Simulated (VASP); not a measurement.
A run of VASP 6.6.1 is set up as follows.

The input INCAR:

```
PREC = Accurate
ENCUT = 520
EDIFF = 1E-6
ISMEAR = 0
SIGMA = 0.03
LREAL = F
LASPH = T
NELM = 60
ALGO = Normal
ISIF = 2
LWAVE = F
LCHARG = F
NBANDS = 16
```

Contents of KPOINTS:

```
Automatic mesh
0
Gamma
  9 9 6
```

The input POSCAR:

```
Se
1.0
    3.9534579885      0.0000000000      0.0000000000
   -1.9767289943      3.4237950508      0.0000000000
    0.0000000000      0.0000000000      5.1205317866
Se
3
Direct
    0.2543546533      1.0000000000      0.3333333333
    1.0000000000      0.2543546533      0.6666666667
    0.7456453467      0.7456453467      1.0000000000
```

Potentials or basis: VASP PAW LDA potentials, release 64 (Se).

The run is started by

```sh
$ cat potpaw_LDA.64/Se/POTCAR > POTCAR
$ mpirun -np 1 vasp_std > vasp.out
```

What does it give for the pressure?

0.2 GPa.

What does it give for the largest force?

0.052 eV/Å.

Predict the band gap on the k mesh.

0.28 eV, direct.

Forces in eV/Å, atoms in the order of the input:
```
Se   0.052  0.000  0.000
Se  -0.026  0.045  0.000
Se  -0.026 -0.045  0.000
```

A k mesh can miss the band edges.
